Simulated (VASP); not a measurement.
# C (Fmmm) in VASP: further runs

C is run at these levels: PBE+D3(BJ); tasks: phonons.

Program: VASP 6.6.1. These are calculated values, not measurements. Logs are shortened: lines on timing, memory, paths and dates and some standing lists are left out, and cuts for length are marked.

### 1 The cell of the first run

It takes space group Fmmm (No. 69, orthorhombic). Conventional cell: a = 2.466 Å, b = 4.268 Å, c = 6.793 Å, α = 90.00°, β = 90.00°, γ = 90.00°. Within 1.9 Å of C (site symmetry m2m) lie 3 C at 1.42 Å.

### 2 Phonons, PBE+D3(BJ)

File INCAR:

```
SYSTEM = C
PREC = Accurate
ENCUT = 520
EDIFF = 1E-8
ISMEAR = 0
SIGMA = 0.02
LREAL = .False.
LASPH = .True.
NELM = 80
ALGO = Normal
ISIF = 2
LWAVE = .False.
LCHARG = .False.
GGA = PE
IVDW = 12
IBRION = 6
NFREE = 2
POTIM = 0.015
NSW = 1
```

File KPOINTS:

```
regular mesh
0
Gamma
  18 18 18
  0 0 0
```

File POSCAR:

```
C
1.0
    0.0000000000      2.1341341543      3.3964014555
    1.2327708360      0.0000000000      3.3964014555
    1.2327708360      2.1341341543      0.0000000000
C
2
Direct
    0.1666910991      0.8333089009      0.1666910991
    0.8333089009      0.1666910991      0.8333089009
```

Potentials or basis: VASP PAW PBE potentials, release 64 (C).

Started as:

```
$ cat potpaw_PBE.64/C/POTCAR > POTCAR
$ mpirun -np 1 vasp_std > vasp.out
```

OUTCAR:

```text
SYSTEM = C
   PREC = Accurate
   ENCUT = 520
   EDIFF = 1E-8
   ISMEAR = 0
   LREAL = .False.
   LASPH = .True.
   NELM = 80
   ISIF = 2
   GGA = PE
   IVDW = 12
   IBRION = 6
   NFREE = 2
   POTIM = 0.015
   NSW = 1
 IVDW          = 12

 ion  position               nearest neighbor table
   1  0.167  0.833  0.167-   2 1.42   2 1.42   2 1.42
   2  0.833  0.167  0.833-   1 1.42   1 1.42   1 1.42

  LATTYP: Found a face centered orthorhombic cell.
 ALAT       =     2.4655416720
 B/A-ratio  =     1.7311685935
 C/A-ratio  =     2.7550955590

  Lattice vectors:

 A1 = (   0.0000000000,   2.1341341543,   3.3964014555)
 A2 = (   1.2327708360,   0.0000000000,   3.3964014555)
 A3 = (   1.2327708360,   2.1341341543,   0.0000000000)

Analysis of symmetry for initial positions (statically):
=====================================================================
 Subroutine PRICEL returns:
 Original cell was already a primitive cell.

 Routine SETGRP: Setting up the symmetry group for a
 face centered orthorhombic supercell.

 Subroutine GETGRP returns: Found  8 space group operations
 (whereof  8 operations were pure point group operations)
 out of a pool of  8 trial point group operations.

The static configuration has the point symmetry D_2h.

Analysis of symmetry for dynamics (positions and initial velocities):
=====================================================================
 Subroutine PRICEL returns:
 Original cell was already a primitive cell.

 Routine SETGRP: Setting up the symmetry group for a
 face centered orthorhombic supercell.

 Subroutine GETGRP returns: Found  8 space group operations
 (whereof  8 operations were pure point group operations)
 out of a pool of  8 trial point group operations.

The dynamic configuration has the point symmetry D_2h.

 Subroutine INISYM returns: Found  8 space group operations
 (whereof  8 operations are pure point group operations),
 and found     1 'primitive' translations

----------------------------------------------------------------------------------------

                                     Primitive cell

  volume of cell :      17.8712

  direct lattice vectors                    reciprocal lattice vectors
     0.000000000  2.134134154  3.396401455    -0.405590387  0.234287052  0.147214635
     1.232770836  0.000000000  3.396401455     0.405590387 -0.234287052  0.147214635
     1.232770836  2.134134154  0.000000000     0.405590387  0.234287052 -0.147214635

  length of vectors
     4.011243128  3.613207271  2.464599871     0.490984861  0.490984861  0.490984861

  position of ions in fractional coordinates (direct lattice)
     0.166691099  0.833308901  0.166691099
     0.833308901  0.166691099  0.833308901

  ion indices of the primitive-cell ions
   primitive index   ion index
                 1           1
                 2           2

----------------------------------------------------------------------------------------

 KPOINTS: regular mesh

Automatic generation of k-mesh.
 Grid dimensions read from file:
 generate k-points for:   18   18   18

 Generating k-lattice:

  Cartesian coordinates                     Fractional coordinates (reciprocal lattice)
    -0.022532799  0.013015947  0.008178591     0.055555556 -0.000000000 -0.000000000
     0.022532799 -0.013015947  0.008178591     0.000000000  0.055555556  0.000000000
     0.022532799  0.013015947 -0.008178591     0.000000000  0.000000000  0.055555556

  Length of vectors
     0.027276937  0.027276937  0.027276937

  Shift w.r.t. Gamma in fractional coordinates (k-lattice)
     0.000000000  0.000000000  0.000000000

 Subroutine IBZKPT returns following result:
 ===========================================

 Found    865 irreducible k-points:

 Following reciprocal coordinates:
            Coordinates               Weight
  0.000000  0.000000  0.000000      1.000000
  0.055556 -0.000000 -0.000000      8.000000
  0.111111 -0.000000 -0.000000      8.000000
  0.166667  0.000000  0.000000      8.000000
  0.222222 -0.000000  0.000000      8.000000
  0.277778 -0.000000 -0.000000      8.000000
[... 16 lines left out ...]
 -0.277778  0.055556  0.000000      8.000000
 -0.222222  0.055556  0.000000      8.000000
 [... further k-points ...]
   k-points           NKPTS =    865   k-points in BZ     NKDIM =    865   number of bands    NBANDS=      8
   number of dos      NEDOS =    301   number of ions     NIONS =      2
   total plane-waves  NPLWV =  15120
   dimension x,y,z NGX =    30 NGY =   28 NGZ =   18
   dimension x,y,z NGXF=    60 NGYF=   56 NGZF=   36
   ions per type =               2
   NGX,Y,Z   is equivalent  to a cutoff of  12.43, 12.88, 12.14 a.u.
   NGXF,Y,Z  is equivalent  to a cutoff of  24.87, 25.77, 24.28 a.u.
 SYSTEM =  C
   PREC   = accura    normal or accurate (medium, high low for compatibility)
   ISTART =      0    job   : 0-new  1-cont  2-samecut
   ICHARG =      2    charge: 1-file 2-atom 10-const
   ISPIN  =      1    spin polarized calculation?
   LNONCOLLINEAR =      F non collinear calculations
   LSORBIT =      F    spin-orbit coupling
   LASPH  =      T    aspherical Exc in radial PAW
   ENCUT  =  520.0 eV  38.22 Ry    6.18 a.u.   7.46  6.72  4.58*2*pi/ulx,y,z
   NELM   =     80;   NELMIN=  2; NELMDL= -5     # of ELM steps
   EDIFF  = 0.1E-07   stopping-criterion for ELM
   LREAL  =      F    real-space projection
   EDIFFG = 0.1E-06   stopping-criterion for IOM
   NSW    =     61    number of steps for IOM
   IBRION =      6    ionic relax: 0-MD 1-quasi-New 2-CG
   NFREE  =      2    steps in history (QN), initial steepest desc. (CG)
   ISIF   =      2    stress and relaxation
   ISYM   =      2    0-nonsym 1-usesym 2-fastsym
   POTIM  = 0.0150    time-step for ionic-motion
   TEBEG  =    0.0;   TEEND  =   0.0 temperature during run
   PSTRESS=    0.0 pullay stress
   NELECT =       8.0000    total number of electrons
   NUPDOWN=      -1.0000    fix difference up-down
   EMIN   =  10.00;   EMAX   =-10.00  energy-range for DOS
   EFERMI =   0.00;   METHOD = LEGACY
   ISMEAR =     0;   SIGMA  =   0.02  broadening in eV -4-tet -1-fermi 0-gaus
   EFERMI_NEDOS =   21; number of points for ismear=-14 and -15
   IALGO  =     38    algorithm
   IMIX   =      4    mixing-type and parameters
     AMIX     =   0.40;   BMIX     =  1.00
     AMIX_MAG =   1.60;   BMIX_MAG =  1.00
  volume/ion in A,a.u.               =       8.94        60.30
  Fermi-wavevector in a.u.,A,eV,Ry     =   1.252335  2.366570 21.338596  1.568343
  Thomas-Fermi vector in A             =   2.386240
   LORBIT       =      0    0 simple, 1 ext, 2 COOP (PROOUT), +10 PAW based schemes
   GGA     = PE    functional components
   LHFCALC =     F    Hartree Fock is set to
   AEXX    =    0.0000 exact exchange contribution
   IVDW    =    12    specifies the selected vdW correction
   LEPSILON=     F    determine dielectric tensor
   LRPA    =     F    only Hartree local field effects (RPA)
 finite differences with symmetry
 non-spin polarized calculation
 Gauss-broadening in eV      SIGMA  =   0.02
  energy-cutoff  :      520.00
  volume of cell :       17.87
 maximum number of plane-waves:       499
 NGX is ok and might be reduce to    30
   NGX = 15   NGY = 13   NGZ =  9

--------------------------------------- Ionic step        1  -------------------------------------------

 number of electron       8.0000001 magnetization

 Free energy of the ion-electron system (eV)
  ---------------------------------------------------
  ext. energy  EPLUGINS =         0.00000000
  ---------------------------------------------------
  free energy    TOTEN  =       -18.42405823 eV

  energy without entropy =      -18.42405767  energy(sigma->0) =      -18.42405795

------------------------ aborting loop because EDIFF is reached ----------------------------------------

 Edisp (eV)   -0.30811

 E8    (eV) :    -0.0872

  FORCE on cell =-STRESS in cart. coord.  units (eV):
  Direction    XX          YY          ZZ          XY          YZ          ZX
  --------------------------------------------------------------------------------------
  -------------------------------------------------------------------------------------
  Total       0.07871     0.07868    -0.00693    -0.00000     0.00000     0.00000
  in kB       7.05614     7.05392    -0.62125    -0.00000     0.00000     0.00000
  external pressure =        4.50 kB  Pullay stress =        0.00 kB
[... 221 lines left out ...]
  energy  without entropy=      -18.7303083160  energy(sigma->0) =      -18.73030853

--------------------------------------- Ionic step        7  -------------------------------------------

 number of electron       8.0000001 magnetization

 Free energy of the ion-electron system (eV)
  ---------------------------------------------------
  ext. energy  EPLUGINS =         0.00000000
  ---------------------------------------------------
  free energy    TOTEN  =       -18.42219624 eV

  energy without entropy =      -18.42219580  energy(sigma->0) =      -18.42219602

 E-fermi :   4.5746     XC(G=0): -10.2371

 val. band max:        4.5367244520   @ k =  -0.2778   0.0556   0.3333
 cond. band min:       4.6123969121   @ k =  -0.2222   0.1111   0.3333
 fundamental gap:      0.0756724601
 Fermi energy:         4.5745607127

 k-point     1 :       0.0000    0.0000    0.0000
  band No.  band energies     occupation
      1     -15.0671      2.00000
      2      -2.0414      2.00000
      3       1.5632      2.00000
      4       1.5774      2.00000
      5       8.7552      0.00000
      6      12.9050      0.00000
      7      12.9643      0.00000
      8      15.9752      0.00000
[... 243 lines left out ...]
 k-point    24 :      -0.2222    0.0556    0.0000
  band No.  band energies     occupation
      1     -13.2298      2.00000
      2      -3.5222      2.00000
      3      -0.7131      2.00000
      4      -0.1559      2.00000
      5      10.6228      0.00000
      6      11.4200      0.00000
      7      12.6053      0.00000
      8      18.9410      0.00000

 [... further k-points ...]

------------------------ aborting loop because EDIFF is reached ----------------------------------------

 Edisp (eV)   -0.30811

 E8    (eV) :    -0.0872

  FORCE on cell =-STRESS in cart. coord.  units (eV):
  Direction    XX          YY          ZZ          XY          YZ          ZX
  --------------------------------------------------------------------------------------
  -------------------------------------------------------------------------------------
  Total       0.07842     0.07845    -0.01080     0.00000     0.00271     0.00000
  in kB       7.03075     7.03336    -0.96849     0.00000     0.24327     0.00000
  external pressure =        4.37 kB  Pullay stress =        0.00 kB
[... 17 lines left out ...]
  FREE ENERGIE OF THE ION-ELECTRON SYSTEM (eV)
  ---------------------------------------------------
  free  energy   TOTEN  =       -18.7303090767 eV

  energy  without entropy=      -18.7303086447  energy(sigma->0) =      -18.73030886

 INTERNAL STRAIN TENSORS FROM DISPLACED ATOMS
 ============================================

 INTERNAL STRAIN TENSOR FOR ION    1 for displacements in x,y,z  (eV/Angst):
          X           Y           Z          XY          YZ          ZX
  --------------------------------------------------------------------------------
  x     0.00000     0.00000     0.00000    10.48884     0.00000     0.00000
  y    11.27007   -11.35361    -0.03348     0.00000     0.00000     0.00000
  z     0.00000     0.00000     0.00000     0.00000    -0.18104     0.00000

 INTERNAL STRAIN TENSOR FOR ION    2 for displacements in x,y,z  (eV/Angst):
          X           Y           Z          XY          YZ          ZX
  --------------------------------------------------------------------------------
  x    -0.00000    -0.00000     0.00000   -10.48884     0.00000     0.00000
  y   -11.27007    11.35361     0.03348     0.00000     0.00000     0.00000
  z     0.00000     0.00000     0.00000     0.00000     0.18104     0.00000

 Eigenvectors and eigenvalues of the dynamical matrix
 ----------------------------------------------------

   1 f  =   46.720083 THz   293.550937 2PiTHz 1558.414208 cm-1   193.218649 meV
             X         Y         Z           dx          dy          dz
      1.232771  0.711482  3.396401     0.000000    0.707107    0.000000
      1.232771  3.556786  3.396401     0.000000   -0.707107    0.000000

   2 f  =   46.349500 THz   291.222499 2PiTHz 1546.052910 cm-1   191.686044 meV
             X         Y         Z           dx          dy          dz
      1.232771  0.711482  3.396401     0.707107    0.000000    0.000000
      1.232771  3.556786  3.396401    -0.707107    0.000000    0.000000
[... 11 lines left out ...]
   5 f  =    0.000000 THz     0.000000 2PiTHz    0.000000 cm-1     0.000000 meV
             X         Y         Z           dx          dy          dz
      1.232771  0.711482  3.396401     0.707107    0.000000    0.000000
      1.232771  3.556786  3.396401     0.707107    0.000000    0.000000

   6 f  =    0.000000 THz     0.000000 2PiTHz    0.000000 cm-1     0.000000 meV
             X         Y         Z           dx          dy          dz
      1.232771  0.711482  3.396401     0.000000   -0.707107    0.000000
      1.232771  3.556786  3.396401     0.000000   -0.707107    0.000000

 ELASTIC MODULI CONTR FROM IONIC RELAXATION (kBar)
 Direction    XX          YY          ZZ          XY          YZ          ZX
 --------------------------------------------------------------------------------
 XX        -212.3027    213.8765      0.6308     -0.0000     -0.0000      0.0000
 YY         213.8765   -215.4620     -0.6355      0.0000      0.0000      0.0000
 ZZ           0.6308     -0.6355     -0.0019      0.0000      0.0000      0.0000
 XY          -0.0000      0.0000      0.0000   -186.8421      0.0000      0.0000
 YZ          -0.0000      0.0000      0.0000      0.0000     -0.1778      0.0000
 ZX           0.0000      0.0000      0.0000      0.0000      0.0000      0.0000
 --------------------------------------------------------------------------------
```

Wall time 8.6 min (1 thread of AMD EPYC 9R45 (Zen 5), shared host); peak memory 0.45 GiB.

Results:

- Highest phonon frequency at Γ: 1558 cm⁻¹
- Dispersion energy per atom: -0.154 eV

Phonon frequencies in cm⁻¹ (negative: imaginary):
| q point | frequencies |
| --- | --- |
| (0.000, 0.000, 0.000) | 0 0 0 865 1546 1558 |

[end of part 1 of 2]
